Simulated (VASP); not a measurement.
# Sb5S2 in VASP: further runs

Runs on Sb5S2. Level: PBE. Tasks: relaxation of cell and atoms, single point.

Everything below comes from runs of VASP 6.6.1. Logs are shortened: lines on timing, memory, paths and dates and some standing lists are left out, and cuts for length are marked.

**1. The cell of the first run**

Symmetry: R-3m, No. 166, trigonal system. Conventional cell: a = 6.994 Å, b = 6.994 Å, c = 13.912 Å, α = 90.00°, β = 90.00°, γ = 120.00°. Within 3.6 Å of Sb (site symmetry 2/m) lie 2 S at 2.75 Å and 8 Sb at 3.07 to 3.50 Å. Within 3.7 Å of Sb (site symmetry -3m) lie 2 S at 2.77 Å and 6 Sb at 3.50 Å. Within 4.2 Å of Sb (site symmetry -3m) lie 6 Sb at 3.07 Å and 8 S at 4.06 to 4.19 Å. Within 3.6 Å of S (site symmetry 3m) lie 4 Sb at 2.75 to 2.77 Å.

The cell was built from a structure type or drawn by symmetry, and may not be a known phase.

**2. Relaxation of cell and atoms, PBE**

Contents of INCAR:

```
SYSTEM = Sb5S2
  ALGO = Normal
  EDIFF = 1E-7
  EDIFFG = -0.01
  ENCUT = 600
  GGA = PE
  IBRION = 2
  ISIF = 3
  ISMEAR = 0
  LASPH = .True.
  LCHARG = .False.
  LREAL = .False.
  LWAVE = .False.
  NELM = 80
  NSW = 100
  PREC = Accurate
  SIGMA = 0.1
```

Contents of KPOINTS:

```
k-points
0
Gamma
  6 6 6
  0 0 0
```

Contents of POSCAR:

```
Sb5S2
1.0
    3.4967673971      2.0188595980      4.6372850907
   -3.4967673971      2.0188595980      4.6372850907
    0.0000000000     -4.0377191960      4.6372850907
Sb S
5 2
Direct
    0.5000000000      0.5000000000      0.0000000000
    0.0000000000      0.5000000000      0.5000000000
    0.5000000000      0.0000000000      0.5000000000
    0.0000000000      0.0000000000      0.0000000000
    0.5000000000      0.5000000000      0.5000000000
    0.8008373483      0.8008373483      0.8008373483
    0.1991626517      0.1991626517      0.1991626517
```

Potentials or basis: VASP PAW PBE potentials, release 64 (Sb, S).

Started as:

```bash
> cat potpaw_PBE.64/Sb/POTCAR potpaw_PBE.64/S/POTCAR > POTCAR
> mpirun -np 1 vasp_std > vasp.out
```

OUTCAR:

```text
SYSTEM = Sb5S2
   EDIFF = 1E-7
   EDIFFG = -0.01
   ENCUT = 600
   GGA = PE
   IBRION = 2
   ISIF = 3
   ISMEAR = 0
   LASPH = .True.
   LREAL = .False.
   NELM = 80
   NSW = 100
   PREC = Accurate

 ion  position               nearest neighbor table
   1  0.500  0.500  0.000-   6 2.75   7 2.75   5 3.07   5 3.07   3 3.50   2 3.50   3 3.50   2 3.50
                             4 3.50   4 3.50
   2  0.000  0.500  0.500-   6 2.75   7 2.75   5 3.07   5 3.07   4 3.50   4 3.50   1 3.50   1 3.50
                             3 3.50   3 3.50
   3  0.500  0.000  0.500-   6 2.75   7 2.75   5 3.07   5 3.07   4 3.50   1 3.50   1 3.50   4 3.50
                             2 3.50   2 3.50
   4  0.000  0.000  0.000-   6 2.77   7 2.77   2 3.50   3 3.50   2 3.50   3 3.50   1 3.50   1 3.50

   5  0.500  0.500  0.500-   1 3.07   1 3.07   3 3.07   2 3.07   3 3.07   2 3.07
   6  0.801  0.801  0.801-   1 2.75   2 2.75   3 2.75   4 2.77
   7  0.199  0.199  0.199-   1 2.75   2 2.75   3 2.75   4 2.77

  LATTYP: Found a trigonal (rhomboedric) cell.
 ALAT       =     6.1487876300
 COS(alpha) =     0.3531784253

  Lattice vectors:

 A1 = (   3.4967673971,   2.0188595980,   4.6372850907)
 A2 = (  -3.4967673971,   2.0188595980,   4.6372850907)
 A3 = (   0.0000000000,  -4.0377191960,   4.6372850907)

Analysis of symmetry for initial positions (statically):
=====================================================================
 Subroutine PRICEL returns:
 Original cell was already a primitive cell.

 Routine SETGRP: Setting up the symmetry group for a
 trigonal (rhombohedral) supercell.

 Subroutine GETGRP returns: Found 12 space group operations
 (whereof 12 operations were pure point group operations)
 out of a pool of 12 trial point group operations.

The static configuration has the point symmetry D_3d.

Analysis of symmetry for dynamics (positions and initial velocities):
=====================================================================
 Subroutine PRICEL returns:
 Original cell was already a primitive cell.

 Routine SETGRP: Setting up the symmetry group for a
 trigonal (rhombohedral) supercell.

 Subroutine GETGRP returns: Found 12 space group operations
 (whereof 12 operations were pure point group operations)
 out of a pool of 12 trial point group operations.

The dynamic configuration has the point symmetry D_3d.

 Subroutine INISYM returns: Found 12 space group operations
 (whereof 12 operations are pure point group operations),
 and found     1 'primitive' translations

----------------------------------------------------------------------------------------

                                     Primitive cell

  volume of cell :     196.4210

  direct lattice vectors                    reciprocal lattice vectors
     3.496767397  2.018859598  4.637285091     0.142989208  0.082554858  0.071881139
    -3.496767397  2.018859598  4.637285091    -0.142989208  0.082554858  0.071881139
     0.000000000 -4.037719196  4.637285091     0.000000000 -0.165109715  0.071881139

  length of vectors
     6.148787630  6.148787630  6.148787630     0.180078084  0.180078084  0.180078084

  position of ions in fractional coordinates (direct lattice)
     0.500000000  0.500000000  1.000000000
     1.000000000  0.500000000  0.500000000
     0.500000000  1.000000000  0.500000000
     0.000000000  0.000000000  0.000000000
     0.500000000  0.500000000  0.500000000
     0.800837348  0.800837348  0.800837348
     0.199162652  0.199162652  0.199162652

  ion indices of the primitive-cell ions
   primitive index   ion index
                 1           1
                 2           2
                 3           3
                 4           4
                 5           5
                 6           6
                 7           7

----------------------------------------------------------------------------------------

 KPOINTS: k-points

Automatic generation of k-mesh.
 Grid dimensions read from file:
 generate k-points for:    6    6    6

 Generating k-lattice:

  Cartesian coordinates                     Fractional coordinates (reciprocal lattice)
     0.023831535  0.013759143  0.011980190     0.166666667 -0.000000000 -0.000000000
    -0.023831535  0.013759143  0.011980190    -0.000000000  0.166666667 -0.000000000
     0.000000000 -0.027518286  0.011980190    -0.000000000 -0.000000000  0.166666667

  Length of vectors
     0.030013014  0.030013014  0.030013014

  Shift w.r.t. Gamma in fractional coordinates (k-lattice)
     0.000000000  0.000000000  0.000000000

 Subroutine IBZKPT returns following result:
 ===========================================

 Found     32 irreducible k-points:

 Following reciprocal coordinates:
            Coordinates               Weight
  0.000000  0.000000  0.000000      1.000000
  0.166667 -0.000000 -0.000000      6.000000
  0.333333  0.000000 -0.000000      6.000000
  0.500000  0.000000 -0.000000      3.000000
  0.166667  0.166667 -0.000000      6.000000
  0.333333  0.166667 -0.000000     12.000000
[... 16 lines left out ...]
  0.500000  0.500000  0.166667      6.000000
 -0.333333  0.500000  0.166667     12.000000
 [... further k-points ...]
   k-points           NKPTS =     32   k-points in BZ     NKDIM =     32   number of bands    NBANDS=     22
   number of dos      NEDOS =    301   number of ions     NIONS =      7
   total plane-waves  NPLWV = 125000
   dimension x,y,z NGX =    50 NGY =   50 NGZ =   50
   dimension x,y,z NGXF=   100 NGYF=  100 NGZF=  100
   ions per type =               5   2
   NGX,Y,Z   is equivalent  to a cutoff of  13.52, 13.52, 13.52 a.u.
   NGXF,Y,Z  is equivalent  to a cutoff of  27.04, 27.04, 27.04 a.u.
 SYSTEM =  Sb5S2
   PREC   = accura    normal or accurate (medium, high low for compatibility)
   ISTART =      0    job   : 0-new  1-cont  2-samecut
   ICHARG =      2    charge: 1-file 2-atom 10-const
   ISPIN  =      1    spin polarized calculation?
   LNONCOLLINEAR =      F non collinear calculations
   LSORBIT =      F    spin-orbit coupling
   LASPH  =      T    aspherical Exc in radial PAW
   ENCUT  =  600.0 eV  44.10 Ry    6.64 a.u.  12.28 12.28 12.28*2*pi/ulx,y,z
   NELM   =     80;   NELMIN=  2; NELMDL= -5     # of ELM steps
   EDIFF  = 0.1E-06   stopping-criterion for ELM
   LREAL  =      F    real-space projection
   EDIFFG = -.1E-01   stopping-criterion for IOM
   NSW    =    100    number of steps for IOM
   IBRION =      2    ionic relax: 0-MD 1-quasi-New 2-CG
   NFREE  =      1    steps in history (QN), initial steepest desc. (CG)
   ISIF   =      3    stress and relaxation
   ISYM   =      2    0-nonsym 1-usesym 2-fastsym
   POTIM  = 0.5000    time-step for ionic-motion
   TEBEG  =    0.0;   TEEND  =   0.0 temperature during run
   PSTRESS=    0.0 pullay stress
   NELECT =      37.0000    total number of electrons
   NUPDOWN=      -1.0000    fix difference up-down
   EMIN   =  10.00;   EMAX   =-10.00  energy-range for DOS
   EFERMI =   0.00;   METHOD = LEGACY
   ISMEAR =     0;   SIGMA  =   0.10  broadening in eV -4-tet -1-fermi 0-gaus
   EFERMI_NEDOS =   21; number of points for ismear=-14 and -15
   IALGO  =     38    algorithm
   IMIX   =      4    mixing-type and parameters
     AMIX     =   0.40;   BMIX     =  1.00
     AMIX_MAG =   1.60;   BMIX_MAG =  1.00
  volume/ion in A,a.u.               =      28.06       189.36
  Fermi-wavevector in a.u.,A,eV,Ry     =   0.938454  1.773420 11.982583  0.880695
  Thomas-Fermi vector in A             =   2.065667
   LORBIT       =      0    0 simple, 1 ext, 2 COOP (PROOUT), +10 PAW based schemes
   GGA     = PE    functional components
   LHFCALC =     F    Hartree Fock is set to
   AEXX    =    0.0000 exact exchange contribution
   IVDW    =     0    specifies the selected vdW correction
   LEPSILON=     F    determine dielectric tensor
   LRPA    =     F    only Hartree local field effects (RPA)
 conjugate gradient relaxation of ions
 non-spin polarized calculation
 Gauss-broadening in eV      SIGMA  =   0.10
  energy-cutoff  :      600.00
  volume of cell :      196.42
 maximum number of plane-waves:      6574
 NGX is ok and might be reduce to    50
   NGX = 25   NGY = 25   NGZ = 25

--------------------------------------- Ionic step        1  -------------------------------------------

 number of electron      36.9999998 magnetization

 Free energy of the ion-electron system (eV)
  ---------------------------------------------------
  ext. energy  EPLUGINS =         0.00000000
  ---------------------------------------------------
  free energy    TOTEN  =       -28.25796599 eV

  energy without entropy =      -28.24835318  energy(sigma->0) =      -28.25315958

------------------------ aborting loop because EDIFF is reached ----------------------------------------

  FORCE on cell =-STRESS in cart. coord.  units (eV):
  Direction    XX          YY          ZZ          XY          YZ          ZX
  --------------------------------------------------------------------------------------
  -------------------------------------------------------------------------------------
  Total        0.3820678      0.3820678     -1.1761954      0.0000000      0.0000000      0.0000000
  in kB        3.1164713      3.1164713     -9.5940540      0.0000000      0.0000000      0.0000000
  external PRESSURE =      -1.1203704 kB  Pullay stress =       0.0000000 kB
[... 231 lines left out ...]
  energy  without entropy=      -28.2636370340  energy(sigma->0) =      -28.26858702

--------------------------------------- Ionic step        7  -------------------------------------------

 number of electron      37.0000000 magnetization

 Free energy of the ion-electron system (eV)
  ---------------------------------------------------
  ext. energy  EPLUGINS =         0.00000000
  ---------------------------------------------------
  free energy    TOTEN  =       -28.27373746 eV

  energy without entropy =      -28.26373368  energy(sigma->0) =      -28.26873557

 E-fermi :   6.2468     XC(G=0):  -9.3726

 val. band max:        6.2315864062   @ k =  -0.1667   0.3333   0.1667
 cond. band min:       6.2509304041   @ k =   0.5000   0.5000   0.3333
 fundamental gap:      0.0193439979
 Fermi energy:         6.2468457818

 k-point     1 :       0.0000    0.0000    0.0000
  band No.  band energies     occupation
      1      -7.6754      2.00000
      2      -6.7153      2.00000
      3      -4.3120      2.00000
      4      -2.6852      2.00000
      5      -2.6852      2.00000
      6      -2.5793      2.00000
[... 574 lines left out ...]
      6      -2.2104      2.00000
[... 14 lines left out ...]
     21       6.8759      0.00000
     22       7.5970      0.00000

 [... further k-points ...]

------------------------ aborting loop because EDIFF is reached ----------------------------------------

  FORCE on cell =-STRESS in cart. coord.  units (eV):
  Direction    XX          YY          ZZ          XY          YZ          ZX
  --------------------------------------------------------------------------------------
  -------------------------------------------------------------------------------------
  Total       -0.0031567     -0.0031567      0.0388862      0.0000000     -0.0000000      0.0000000
  in kB       -0.0254943     -0.0254943      0.3140535      0.0000000     -0.0000000      0.0000000
  external PRESSURE =       0.0876883 kB  Pullay stress =       0.0000000 kB
[... 22 lines left out ...]
  FREE ENERGIE OF THE ION-ELECTRON SYSTEM (eV)
  ---------------------------------------------------
  free  energy   TOTEN  =       -28.2737374617 eV

  energy  without entropy=      -28.2637336778  energy(sigma->0) =      -28.26873557

 reached required accuracy - stopping structural energy minimisation
```

Wall time 12 min (1 thread of Intel Xeon 6975P-C (Granite Rapids), shared host); peak memory 0.45 GiB.

Results:

```
Free energy                           : -28.2737 eV
Relaxed volume                        : 28.34 Å³/atom
Relaxed cell                          : a = 6.135 Å, b = 6.135 Å, c = 6.135 Å, α = 70.42°, β = 70.42°, γ = 70.42°
Space group after relaxing (to 0.1 Å) : R-3m (No. 166)
Energy gained by relaxing             : 2.3 meV/atom
Ionic steps                           : 7
Pressure after relaxing               : 0.0 GPa
Band gap on the k mesh                : zero (an odd number of electrons rules out a gap without spin polarisation)
```

Forces on the atoms (eV/Å):
```
Sb   0.000  0.000  0.000
Sb   0.000  0.000  0.000
Sb   0.000  0.000  0.000
Sb   0.000  0.000  0.000
Sb   0.000  0.000  0.000
S    0.000  0.000 -0.002
S    0.000  0.000  0.002
```

Step by step:
| step | energy change (eV) | largest force (eV/Å) | pressure (GPa) | volume (Å³) |
| --- | --- | --- | --- | --- |
| 1 | 0.0000 | 0.1368 | -0.11 | 196.42 |
| 2 | -0.0088 | 0.0975 | 0.31 | 195.86 |
| 3 | -0.0097 | 0.0814 | 0.49 | 195.61 |
| 4 | -0.0147 | 0.0849 | 0.04 | 197.89 |
| 5 | -0.0148 | 0.0856 | -0.05 | 198.34 |
| 6 | -0.0156 | 0.0392 | -0.02 | 198.36 |
| 7 | -0.0158 | 0.0025 | 0.01 | 198.38 |

Final structure:
```
Sb S
1.0
     3.53701    2.04209    4.57762
    -3.53701    2.04209    4.57762
     0.00000   -4.08419    4.57762
Sb S
5 2
Direct
  0.50000 0.50000 0.00000
  0.00000 0.50000 0.50000
  0.50000 0.00000 0.50000
  0.00000 0.00000 0.00000
  0.50000 0.50000 0.50000
  0.79865 0.79865 0.79865
  0.20135 0.20135 0.20135
```

Levels at points of the mesh, in eV from the Fermi level:
```tsv
k point	band 16	band 17	band 18	band 19	band 20	band 21
(0.00, 0.00, 0.00)	-1.71	-1.71	-1.10	1.26	1.28	3.04
(0.50, 0.00, 0.00)	-1.55	-1.14	-0.82	-0.49	0.22	0.37
(0.50, 0.50, 0.00)	-1.23	-1.06	-1.06	-0.18	0.33	0.83
(0.50, 0.50, 0.50)	-0.66	-0.39	-0.39	0.31	0.31	0.43
```

Caveat: spin-orbit coupling is left out, which moves the levels of the heavy elements.

**3. Single point, PBE**

This run uses another cell than the first one, of 27.83 Å³/atom.

Contents of INCAR:

```
PREC     = Accurate       # precision mode
ENCUT    = 520            # plane-wave cutoff, eV
EDIFF    = 1E-6           # SCF threshold, eV
ISMEAR   = 0              # smearing method
SIGMA    = 0.2            # smearing width, eV
LREAL    = False          # projectors in reciprocal space
LASPH    = True           # aspherical terms in the spheres
NELM     = 60             # most SCF steps
ALGO     = Normal         # electronic algorithm
ISIF     = 2              # what is computed and relaxed
LWAVE    = False          # write WAVECAR
LCHARG   = True           # write CHGCAR
GGA      = PE             # functional
LELF     = True           # ELF
LVHAR    = True         
NBANDS   = 28             # bands
```

Contents of KPOINTS:

```
regular mesh
0
Gamma
  6 6 6
```

Contents of POSCAR:

```
Sb5S2
1.0
   -2.0692029627      3.5834102604     -0.0062625542
   -4.1393905703     -0.0004839191      0.0036425303
   -2.0809328206      1.1594055190     13.1341107602
Sb S
5 2
Direct
    1.0008650574      1.0005750282      0.0001442775
    0.5722558188      0.5748545211      0.2780981782
    0.4278903213      0.4248719949      0.7218239963
    0.8674662662      0.8638109045      0.4029707502
    0.1329400155      0.1354931959      0.5968959277
    0.2969849551      0.2940563283      0.1132074025
    0.7015975658      0.7063380270      0.8868594675
```

Potentials or basis: VASP PAW PBE potentials, release 64 (Sb, S).

Started as:

```bash
> cat potpaw_PBE.64/Sb/POTCAR potpaw_PBE.64/S/POTCAR > POTCAR
> mpirun -np 1 vasp_std > vasp.out
```

Run time: 7.6 min. Hardware: 1 thread of Intel Xeon 6975P-C (Granite Rapids), shared host; peak memory 0.64 GiB.

It converged, with:

```
Free energy            : -29.3234 eV
Pressure               : 0.0 GPa
Largest force          : 0.061 eV/Å
Band gap on the k mesh : zero (an odd number of electrons rules out a gap without spin polarisation)
```

Forces on the atoms (eV/Å):
```
Sb   0.003 -0.004 -0.012
Sb   0.001  0.009 -0.061
Sb   0.004 -0.004  0.059
Sb  -0.001 -0.008  0.052
Sb  -0.004  0.000 -0.047
S   -0.005 -0.004  0.010
S    0.002  0.010 -0.002
```

Stress tensor (GPa, compression positive):
```
-0.08 -0.01  0.00
-0.01 -0.02 -0.02
 0.00 -0.02  0.06
```

Levels at points of the mesh, in eV from the Fermi level:
```tsv
k point	band 16	band 17	band 18	band 19	band 20	band 21	band 22	band 23
(0.00, 0.00, 0.00)	-0.29	-0.27	-0.04	0.06	1.67	1.68	1.84	2.00
(0.50, 0.00, 0.00)	-1.50	-1.49	-0.70	-0.29	1.47	1.97	2.25	2.59
(0.00, 0.50, 0.00)	-1.50	-1.47	-0.68	-0.29	1.47	1.96	2.26	2.59
(0.50, 0.50, 0.00)	-1.88	-1.42	-1.07	0.31	1.02	1.98	2.40	2.47
(0.00, 0.00, 0.50)	-0.46	-0.22	-0.19	0.56	1.40	1.43	1.53	2.24
(0.50, 0.00, 0.50)	-1.86	-1.39	-1.07	0.29	1.02	1.97	2.41	2.46
(0.00, 0.50, 0.50)	-1.88	-1.43	-1.07	0.31	1.02	1.99	2.39	2.48
(0.50, 0.50, 0.50)	-1.51	-1.48	-0.69	-0.29	1.47	1.96	2.25	2.59
```

Caveat: spin-orbit coupling is left out, which moves the levels of the heavy elements.
